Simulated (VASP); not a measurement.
# Zn (I4/mmm) in VASP: further runs, part 2 of 2

VASP 6.6.1. Earlier steps stand in the parts before.

## (4) Single point, PBEsol (normal strain along x +0.0200, normal strain along z +0.0200)

INCAR

```
SYSTEM = Zn
PREC = Accurate
ENCUT = 520
EDIFF = 1E-7
ISMEAR = 0
SIGMA = 0.15
LREAL = .FALSE.
LASPH = .TRUE.
NELM = 80
ALGO = Normal
ISIF = 2
LWAVE = .FALSE.
LCHARG = .FALSE.
GGA = PS
NBANDS = 12
```

KPOINTS

```
Automatic mesh
0
G
  20 20 20
  0 0 0
```

POSCAR

```
Zn
1.0
   -1.5606759913      1.5300745013      1.5606759913
    1.5606759913     -1.5300745013      1.5606759913
    1.5606759913      1.5300745013     -1.5606759913
Zn
1
Direct
    0.0000000000      0.0000000000      0.0000000000
```

Potentials or basis: VASP PAW PBE potentials, release 64 (Zn).

Run with:

```
> cat potpaw_PBE.64/Zn/POTCAR > POTCAR
> mpirun -np 1 vasp_std > vasp.out
```

OUTCAR:

```text
SYSTEM = Zn
   PREC = Accurate
   ENCUT = 520
   EDIFF = 1E-7
   ISMEAR = 0
   LREAL = .FALSE.
   LASPH = .TRUE.
   NELM = 80
   ISIF = 2
   GGA = PS

 ion  position               nearest neighbor table
   1  0.000  0.000  0.000-

  LATTYP: Found a body centered tetragonal cell.
 ALAT       =     3.1213519826
 C/A-ratio  =     0.9803921569

  Lattice vectors:

 A1 = (  -1.5606759913,  -1.5300745013,   1.5606759913)
 A2 = (   1.5606759913,  -1.5300745013,  -1.5606759913)
 A3 = (   1.5606759913,   1.5300745013,   1.5606759913)

Analysis of symmetry for initial positions (statically):
=====================================================================
 Subroutine PRICEL returns:
 Original cell was already a primitive cell.

 Routine SETGRP: Setting up the symmetry group for a
 body centered tetragonal supercell.

 Subroutine GETGRP returns: Found 16 space group operations
 (whereof 16 operations were pure point group operations)
 out of a pool of 16 trial point group operations.

The static configuration has the point symmetry D_4h.

Analysis of symmetry for dynamics (positions and initial velocities):
=====================================================================
 Subroutine PRICEL returns:
 Original cell was already a primitive cell.

 Routine SETGRP: Setting up the symmetry group for a
 body centered tetragonal supercell.

 Subroutine GETGRP returns: Found 16 space group operations
 (whereof 16 operations were pure point group operations)
 out of a pool of 16 trial point group operations.

The dynamic configuration has the point symmetry D_4h.

 Subroutine INISYM returns: Found 16 space group operations
 (whereof 16 operations are pure point group operations),
 and found     1 'primitive' translations

----------------------------------------------------------------------------------------

                                     Primitive cell

  volume of cell :      14.9073

  direct lattice vectors                    reciprocal lattice vectors
    -1.560675991  1.530074501  1.560675991     0.000000000  0.326781473  0.320373994
     1.560675991 -1.530074501  1.560675991     0.320373994  0.000000000  0.320373994
     1.560675991  1.530074501 -1.560675991     0.320373994  0.326781473  0.000000000

  length of vectors
     2.685618565  2.685618565  2.685618565     0.457630448  0.453077247  0.457630448

  position of ions in fractional coordinates (direct lattice)
     0.000000000  0.000000000  0.000000000

  ion indices of the primitive-cell ions
   primitive index   ion index
                 1           1

----------------------------------------------------------------------------------------

 KPOINTS: Automatic mesh

Automatic generation of k-mesh.
 Grid dimensions read from file:
 generate k-points for:   20   20   20

 Generating k-lattice:

  Cartesian coordinates                     Fractional coordinates (reciprocal lattice)
     0.000000000  0.016339074  0.016018700     0.050000000  0.000000000  0.000000000
     0.016018700  0.000000000  0.016018700     0.000000000  0.050000000  0.000000000
     0.016018700  0.016339074  0.000000000     0.000000000  0.000000000  0.050000000

  Length of vectors
     0.022881522  0.022653862  0.022881522

  Shift w.r.t. Gamma in fractional coordinates (k-lattice)
     0.000000000  0.000000000  0.000000000

 Subroutine IBZKPT returns following result:
 ===========================================

 Found    641 irreducible k-points:

 Following reciprocal coordinates:
            Coordinates               Weight
  0.000000  0.000000  0.000000      1.000000
  0.050000  0.000000 -0.000000      8.000000
  0.100000  0.000000 -0.000000      8.000000
  0.150000  0.000000 -0.000000      8.000000
  0.200000  0.000000 -0.000000      8.000000
  0.250000  0.000000 -0.000000      8.000000
[... 16 lines left out ...]
 -0.450000  0.050000  0.000000     16.000000
 -0.400000  0.050000  0.000000     16.000000
 [... further k-points ...]
   k-points           NKPTS =    641   k-points in BZ     NKDIM =    641   number of bands    NBANDS=     12
   number of dos      NEDOS =    301   number of ions     NIONS =      1
   total plane-waves  NPLWV =   8000
   dimension x,y,z NGX =    20 NGY =   20 NGZ =   20
   dimension x,y,z NGXF=    40 NGYF=   40 NGZF=   40
   ions per type =               1
   NGX,Y,Z   is equivalent  to a cutoff of  12.38, 12.38, 12.38 a.u.
   NGXF,Y,Z  is equivalent  to a cutoff of  24.76, 24.76, 24.76 a.u.
 SYSTEM =  Zn
   PREC   = accura    normal or accurate (medium, high low for compatibility)
   ISTART =      0    job   : 0-new  1-cont  2-samecut
   ICHARG =      2    charge: 1-file 2-atom 10-const
   ISPIN  =      1    spin polarized calculation?
   LNONCOLLINEAR =      F non collinear calculations
   LSORBIT =      F    spin-orbit coupling
   LASPH  =      T    aspherical Exc in radial PAW
   ENCUT  =  520.0 eV  38.22 Ry    6.18 a.u.   4.99  4.99  4.99*2*pi/ulx,y,z
   NELM   =     80;   NELMIN=  2; NELMDL= -5     # of ELM steps
   EDIFF  = 0.1E-06   stopping-criterion for ELM
   LREAL  =      F    real-space projection
   EDIFFG = 0.1E-05   stopping-criterion for IOM
   NSW    =      0    number of steps for IOM
   IBRION =     -1    ionic relax: 0-MD 1-quasi-New 2-CG
   NFREE  =      0    steps in history (QN), initial steepest desc. (CG)
   ISIF   =      2    stress and relaxation
   ISYM   =      2    0-nonsym 1-usesym 2-fastsym
   POTIM  = 0.5000    time-step for ionic-motion
   TEBEG  =    0.0;   TEEND  =   0.0 temperature during run
   PSTRESS=    0.0 pullay stress
   NELECT =      12.0000    total number of electrons
   NUPDOWN=      -1.0000    fix difference up-down
   EMIN   =  10.00;   EMAX   =-10.00  energy-range for DOS
   EFERMI =   0.00;   METHOD = LEGACY
   ISMEAR =     0;   SIGMA  =   0.15  broadening in eV -4-tet -1-fermi 0-gaus
   EFERMI_NEDOS =   21; number of points for ismear=-14 and -15
   IALGO  =     38    algorithm
   IMIX   =      4    mixing-type and parameters
     AMIX     =   0.40;   BMIX     =  1.00
     AMIX_MAG =   1.60;   BMIX_MAG =  1.00
  volume/ion in A,a.u.               =      14.91       100.60
  Fermi-wavevector in a.u.,A,eV,Ry     =   1.522892  2.877849 31.554649  2.319201
  Thomas-Fermi vector in A             =   2.631410
   LORBIT       =      0    0 simple, 1 ext, 2 COOP (PROOUT), +10 PAW based schemes
   GGA     = PS    functional components
   LHFCALC =     F    Hartree Fock is set to
   AEXX    =    0.0000 exact exchange contribution
   IVDW    =     0    specifies the selected vdW correction
   LEPSILON=     F    determine dielectric tensor
   LRPA    =     F    only Hartree local field effects (RPA)
 non-spin polarized calculation
 Gauss-broadening in eV      SIGMA  =   0.15
  energy-cutoff  :      520.00
  volume of cell :       14.91
 maximum number of plane-waves:       413
   NGX =  9   NGY =  9   NGZ =  9

 number of electron      12.0000016 magnetization

 Free energy of the ion-electron system (eV)
  ---------------------------------------------------
  ext. energy  EPLUGINS =         0.00000000
  ---------------------------------------------------
  free energy    TOTEN  =        -1.49126511 eV

  energy without entropy =       -1.48789786  energy(sigma->0) =       -1.48958149

 E-fermi :   3.2133     XC(G=0): -11.8192

 val. band max:        3.2126790696   @ k =  -0.4000   0.4000   0.4000
 cond. band min:       3.2254819413   @ k =  -0.4500  -0.4000   0.0500
 fundamental gap:      0.0128028716
 Fermi energy:         3.2132724502

 k-point     1 :       0.0000    0.0000    0.0000
  band No.  band energies     occupation
      1      -7.4689      2.00000
      2      -4.6756      2.00000
      3      -4.6367      2.00000
      4      -4.6367      2.00000
      5      -4.1341      2.00000
      6      -4.0990      2.00000
      7      22.5462      0.00000
      8      22.5462      0.00000
      9      22.9033      0.00000
     10      24.1549      0.00000
     11      24.1549      0.00000
     12      24.4706      0.00000
[... 331 lines left out ...]
 k-point    24 :      -0.4000    0.0500    0.0000
  band No.  band energies     occupation
      1      -5.3019      2.00000
      2      -4.9348      2.00000
      3      -4.1684      2.00000
      4      -4.0860      2.00000
      5      -3.9375      2.00000
      6      -2.2513      2.00000
      7       6.1086      0.00000
      8      14.6084      0.00000
      9      15.9471      0.00000
     10      19.6129      0.00000
     11      21.0452      0.00000
     12      27.7543      0.00000

 [... further k-points ...]

------------------------ aborting loop because EDIFF is reached ----------------------------------------

  FORCE on cell =-STRESS in cart. coord.  units (eV):
  Direction    XX          YY          ZZ          XY          YZ          ZX
  --------------------------------------------------------------------------------------
  -------------------------------------------------------------------------------------
  Total       -0.2371886     -0.3028212     -0.2371886      0.0000000      0.0000000      0.0000000
  in kB      -25.4921419    -32.5460886    -25.4921419      0.0000000      0.0000000      0.0000000
  external PRESSURE =     -27.8434574 kB  Pullay stress =       0.0000000 kB

 VOLUME and BASIS-vectors are now :
 -----------------------------------------------------------------------------
  energy-cutoff  :      520.00
  volume of cell :       14.91
      direct lattice vectors                 reciprocal lattice vectors
    -1.560675991  1.530074501  1.560675991     0.000000000  0.326781473  0.320373994
     1.560675991 -1.530074501  1.560675991     0.320373994  0.000000000  0.320373994
     1.560675991  1.530074501 -1.560675991     0.320373994  0.326781473  0.000000000

 POSITION                                       TOTAL-FORCE (eV/Angst)
 -----------------------------------------------------------------------------------
      0.00000      0.00000      0.00000        -0.000000      0.000000     -0.000000
 -----------------------------------------------------------------------------------
    total drift:                                0.000000     -0.000000      0.000000

  FREE ENERGIE OF THE ION-ELECTRON SYSTEM (eV)
  ---------------------------------------------------
  free  energy   TOTEN  =        -1.4912651121 eV

  energy  without entropy=       -1.4878978598  energy(sigma->0) =       -1.48958149
```

stdout:

```text
POSCAR found type information on POSCAR Zn
 POSCAR found :  1 types and       1 ions
 scaLAPACK will be used
 -----------------------------------------------------------------------------
|                                                                             |
|                                                                             |
|     You enforced a specific xc type in the INCAR file but a different       |
|     I HOPE YOU KNOW WHAT YOU ARE DOING!                                     |
|                                                                             |
 -----------------------------------------------------------------------------

 LDA part: xc-table for (Slater+PW92), standard interpolation
 POSCAR, INCAR and KPOINTS ok, starting setup
 FFT: planning ... GRIDC
 FFT: planning ... GRID_SOFT
 FFT: planning ... GRID
 WAVECAR not read
 entering main loop
```

It took 38 s on 1 thread of Intel Xeon 6975P-C (Granite Rapids), shared host; peak memory 0.21 GiB.

What came out:

| Quantity | Value |
| --- | --- |
| Free energy | -1.4913 eV |
| Pressure | -2.8 GPa |
| Band gap on the k mesh | zero (band 6 reaches 7.19 eV, above the bottom of band 7 at 2.10 eV) |

Caveat: the cell differs from its parent crystal (normal strain along x +0.0200, normal strain along z +0.0200); the PAW data sets were made with another functional, which shifts forces and pressure a little.

## (5) The runs side by side

| cell | gap on the mesh (eV) | pressure (GPa) |
| --- | --- | --- |
| a = 2.677 Å, angles 110.3, 110.3, 107.9°, 1 atom | none | -2.0 |
| a = 2.686 Å, angles 110.5, 110.5, 107.3°, 1 atom | none | -2.7 |
| a = 2.686 Å, angles 108.9, 110.5, 108.9°, 1 atom | none | -2.8 |

Alike in all rows: task single point; level PBEsol; potentials or basis VASP PAW PBE potentials, release 64 (Zn); no spin polarisation; k mesh 20 × 20 × 20; cutoff (eV) 520; smearing gaussian 0.15 eV.

Caveats: the PAW data sets were made with another functional, which shifts forces and pressure a little.

Absolute energies hang on the potentials; compare differences alone.
